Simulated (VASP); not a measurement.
# Be2C (Fm-3m) in VASP: G0W0 quasiparticle levels with PBE

Aim: the G0W0 quasiparticle levels of Be2C with PBE.

Everything below comes from runs of VASP 6.6.1. Logs are shortened: lines on timing, memory, paths and dates and some standing lists are left out, and cuts for length are marked.

### 1 The cell of the first run

The structure is cubic, space group Fm-3m (No. 225). Conventional cell: a = 4.321 Å, b = 4.321 Å, c = 4.321 Å, α = 90.00°, β = 90.00°, γ = 90.00°. Be (site symmetry -43m) has 4 C at 1.87 Å and 6 Be at 2.16 Å within 2.5 Å. C (site symmetry m-3m) has 8 Be at 1.87 Å within 2.5 Å.

### 2 G0W0 quasiparticle levels, PBE

Contents of POSCAR:

```
Be2C
1.0
    0.0000000000      2.1604856457      2.1604856457
    2.1604856457      0.0000000000      2.1604856457
    2.1604856457      2.1604856457      0.0000000000
Be C
2 1
Direct
    0.7500000000      0.7500000000      0.7500000000
    0.2500000000      0.2500000000      0.2500000000
    0.0000000000      0.0000000000      0.0000000000
```

Contents of INCAR.step1:

```
SYSTEM = Be2C
PREC = Accurate
ENCUT = 500
EDIFF = 1E-8
ISMEAR = 0
SIGMA = 0.01
LREAL = .False.
LASPH = .True.
NELM = 60
ALGO = Normal
LWAVE = .True.
LCHARG = .False.
GGA = PE
```

Contents of INCAR.step2:

```
SYSTEM = Be2C
PREC = Accurate
ENCUT = 500
EDIFF = 1E-8
ISMEAR = 0
SIGMA = 0.01
LREAL = .False.
LASPH = .True.
NELM = 1
ALGO = Exact
LWAVE = .True.
LCHARG = .False.
GGA = PE
NBANDS = 143
LOPTICS = .True.
ISTART = 1
```

Contents of INCAR.step3:

```
SYSTEM = Be2C
PREC = Accurate
ENCUT = 500
EDIFF = 1E-8
ISMEAR = 0
SIGMA = 0.01
LREAL = .False.
LASPH = .True.
ALGO = EVGW0
LWAVE = .False.
LCHARG = .False.
GGA = PE
NELMGW = 1
NBANDS = 143
ENCUTGW = 200
NOMEGA = 96
PRECFOCK = Fast
ISTART = 1
NBANDSGW = 12
OMEGAMAX = 20
```

Contents of KPOINTS:

```
Automatic mesh
0
Gamma
  6 6 6
  0 0 0
```

Potentials or basis: VASP PAW PBE potentials, release 64 (Be_GW, C_GW).

Command:

```sh
> cat potpaw_PBE.64/Be_GW/POTCAR potpaw_PBE.64/C_GW/POTCAR > POTCAR
> cp INCAR.step1 INCAR
> mpirun -np 1 vasp_std > vasp.out
> cp INCAR.step2 INCAR
> mpirun -np 1 vasp_std > vasp.out
> cp INCAR.step3 INCAR
> mpirun -np 1 vasp_std > vasp.out
```

OUTCAR:

```text
SYSTEM = Be2C
   PREC = Accurate
   ENCUT = 500
   EDIFF = 1E-8
   ISMEAR = 0
   LREAL = .False.
   LASPH = .True.
   GGA = PE
   NELMGW = 1
   ENCUTGW = 200
   PRECFOCK = Fast
   ISTART = 1

 ion  position               nearest neighbor table
   1  0.750  0.750  0.750-   3 1.87   3 1.87   3 1.87   3 1.87   2 2.16   2 2.16   2 2.16   2 2.16
                             2 2.16   2 2.16
   2  0.250  0.250  0.250-   3 1.87   3 1.87   3 1.87   3 1.87   1 2.16   1 2.16   1 2.16   1 2.16
                             1 2.16   1 2.16
   3  0.000  0.000  0.000-   1 1.87   2 1.87   1 1.87   1 1.87   1 1.87   2 1.87   2 1.87   2 1.87

  LATTYP: Found a face centered cubic cell.
 ALAT       =     4.3209712914

  Lattice vectors:

 A1 = (   0.0000000000,   2.1604856457,   2.1604856457)
 A2 = (   2.1604856457,   0.0000000000,   2.1604856457)
 A3 = (   2.1604856457,   2.1604856457,   0.0000000000)

Analysis of symmetry for initial positions (statically):
=====================================================================
 Subroutine PRICEL returns:
 Original cell was already a primitive cell.

 Routine SETGRP: Setting up the symmetry group for a
 face centered cubic supercell.

 Subroutine GETGRP returns: Found 48 space group operations
 (whereof 48 operations were pure point group operations)
 out of a pool of 48 trial point group operations.

The static configuration has the point symmetry O_h .

Analysis of symmetry for dynamics (positions and initial velocities):
=====================================================================
 Subroutine PRICEL returns:
 Original cell was already a primitive cell.

 Routine SETGRP: Setting up the symmetry group for a
 face centered cubic supercell.

 Subroutine GETGRP returns: Found 48 space group operations
 (whereof 48 operations were pure point group operations)
 out of a pool of 48 trial point group operations.

The dynamic configuration has the point symmetry O_h .

 Subroutine INISYM returns: Found 48 space group operations
 (whereof 48 operations are pure point group operations),
 and found     1 'primitive' translations

[... 88 lines left out ...]
   LREAL  =      F    real-space projection
   EDIFFG = 0.1E-06   stopping-criterion for IOM
   NSW    =      0    number of steps for IOM
   IBRION =     -1    ionic relax: 0-MD 1-quasi-New 2-CG
   NFREE  =      0    steps in history (QN), initial steepest desc. (CG)
   ISIF   =      0    stress and relaxation
   ISYM   =      3    0-nonsym 1-usesym 2-fastsym
   POTIM  = 0.5000    time-step for ionic-motion
   TEBEG  =    0.0;   TEEND  =   0.0 temperature during run
   PSTRESS=    0.0 pullay stress
   NELECT =       8.0000    total number of electrons
   NUPDOWN=      -1.0000    fix difference up-down
   EMIN   =  10.00;   EMAX   =-10.00  energy-range for DOS
   EFERMI =   0.00;   METHOD = LEGACY
   ISMEAR =     0;   SIGMA  =   0.01  broadening in eV -4-tet -1-fermi 0-gaus
   EFERMI_NEDOS =   21; number of points for ismear=-14 and -15
   IALGO  =     38    algorithm
   IMIX   =      4    mixing-type and parameters
     AMIX     =   0.40;   BMIX     =  1.00
     AMIX_MAG =   1.60;   BMIX_MAG =  1.00
  volume/ion in A,a.u.               =       6.72        45.37
  Fermi-wavevector in a.u.,A,eV,Ry     =   1.202846  2.273050 19.685440  1.446839
  Thomas-Fermi vector in A             =   2.338616
   LORBIT       =      0    0 simple, 1 ext, 2 COOP (PROOUT), +10 PAW based schemes
   GGA     = PE    functional components
   LHFCALC =     T    Hartree Fock is set to
   PRECFOCK=fast      Normal, Fast or Accurate (Low or Medium for compatibility)
   ENCUT4O =  -1.0   cutoff for four orbital integrals eV
   NKREDX  =     1    reduce k-point grid by
   NKREDY  =     1    reduce k-point grid by
   NKREDZ  =     1    reduce k-point grid by
   AEXX    =    1.0000 exact exchange contribution
   HFSCREEN=    0.0000 screening length (either q_TF or 0.3 A-1)
   HFSCREENC=   0.0000 screening length for correlation (either q_TF or 0.3 A-1)
   ENCUTFOCK=  -1.0 apply spherical cutoff to Coloumb kernel
   IVDW    =     0    specifies the selected vdW correction
   LEPSILON=     F    determine dielectric tensor
   LRPA    =     F    only Hartree local field effects (RPA)
   LRPAFORCE           =     F    calculate RPA forces
   ENCUTGW             = 200.0    cutoff for response function in eV
   ENCUTGWSOFT         = 160.0    soft cutoff for Coulomb kernel in GW response function in eV
   ENCUTLF             =  -1.0    cutoff for local field effects
   NELMGW              =     1    number of iterations in solving QP/BSE equation
   NELMHF              =     1    number of iterations in the inner HF iteration
   NKREDLFX            =     1    NKREDLFY  =   1   NKREDLFZ  =   1
 non-spin polarized calculation
 Gauss-broadening in eV      SIGMA  =   0.01
  energy-cutoff  :      500.00
  volume of cell :       20.17
 maximum number of plane-waves:       531
 NGX is ok and might be reduce to    24
  NGX = 14; NGY = 14; NGZ = 14
   NGX = 11   NGY = 11   NGZ = 11
 maximum number of plane-waves:       138

 QP shifts <psi_nk| G(iteration)W_0 |psi_nk>: iteration 1
 for sc-GW calculations column KS-energies equals QP-energies in previous step
 and V_xc(KS)=  KS-energies - (<T + V_ion + V_H > + <T+V_H+V_ion>^1  + <V_x>^1)

 k-point   1 :       0.0000    0.0000    0.0000
  band No.  KS-energies  QP-energies   sigma(KS)   V_xc(KS)     V^pw_x(r,r')   Z            occupation Imag(sigma)

      1      -8.4334      -9.4793     -14.3470     -12.8989     -21.6688       0.7222       2.0000       1.1876
      2       6.6614       6.0311     -15.6368     -14.8451     -16.8527       0.7961       2.0000       0.0204
      3       6.6614       6.0311     -15.6368     -14.8451     -16.8527       0.7961       2.0000       0.0204
      4       6.6614       6.0311     -15.6368     -14.8451     -16.8527       0.7961       2.0000       0.0204
      5      10.7920      11.3253     -10.4634     -11.1200      -6.0332       0.8123       0.0000      -0.0460
      6      10.7920      11.3253     -10.4634     -11.1200      -6.0332       0.8123       0.0000      -0.0460
      7      10.7920      11.3253     -10.4634     -11.1200      -6.0332       0.8123       0.0000      -0.0460
      8      13.4680      13.8752     -12.2732     -12.7995      -6.5125       0.7736       0.0000      -0.0769
      9      19.8768      20.2994      -9.6596     -10.2125      -2.8214       0.7642       0.0000      -0.2989
     10      19.8768      20.2994      -9.6596     -10.2125      -2.8214       0.7642       0.0000      -0.2989
     11      19.8768      20.2994      -9.6596     -10.2125      -2.8214       0.7642       0.0000      -0.2989
     12      23.3907      23.6858     -11.1423     -11.5122      -4.8435       0.7977       0.0000      -0.3670
[... 228 lines left out ...]
      1      -4.5650      -5.4297     -15.2815     -14.0733     -21.3793       0.7157       2.0000       0.5744
      2       0.2657      -0.7885     -14.1206     -12.7142     -17.6482       0.7496       2.0000       0.0899
      3       0.6926      -0.2015     -13.3682     -12.1958     -16.3021       0.7627       2.0000       0.0683
      4       1.2582       0.2931     -14.1174     -12.8514     -17.1533       0.7623       2.0000       0.0631
      5      10.6970      11.0244     -11.4746     -11.8813      -6.8551       0.8051       0.0000      -0.0512
      6      14.2446      14.6884     -10.8496     -11.4090      -5.4458       0.7933       0.0000      -0.0704
      7      16.6734      17.2503     -11.7541     -12.5094      -5.3442       0.7638       0.0000      -0.1407
      8      18.6142      19.1842     -11.0771     -11.8221      -4.6444       0.7650       0.0000      -0.1779
      9      20.5223      21.2098     -12.6625     -13.5993      -5.0520       0.7339       0.0000      -0.3257
     10      21.8167      22.4930     -12.6781     -13.5992      -4.7947       0.7342       0.0000      -0.4201
     11      23.4622      24.2665     -10.3941     -11.4323      -3.3121       0.7747       0.0000      -0.4035
     12      25.5989      26.3370     -10.0273     -11.0024      -2.3380       0.7570       0.0000      -0.6077
```

Run time: 3.3 min. Hardware: 1 thread of Intel Xeon 6975P-C (Granite Rapids), shared host; peak memory 0.55 GiB.

Results:

```yaml
Quasiparticle_gap: 1.97 eV
Least_direct_quasiparticle_gap: 5.29 eV
Band_gap_of_the_starting_levels_on_the_mesh: 1.16 eV
Least_direct_gap_of_the_starting_levels_on_the_mesh: 4.13 eV
```

Caveat: the k points lie up to 0.42 Å⁻¹ apart; bands, screening cutoff and mesh are small and nothing is extrapolated, so the quasiparticle values aren't converged.
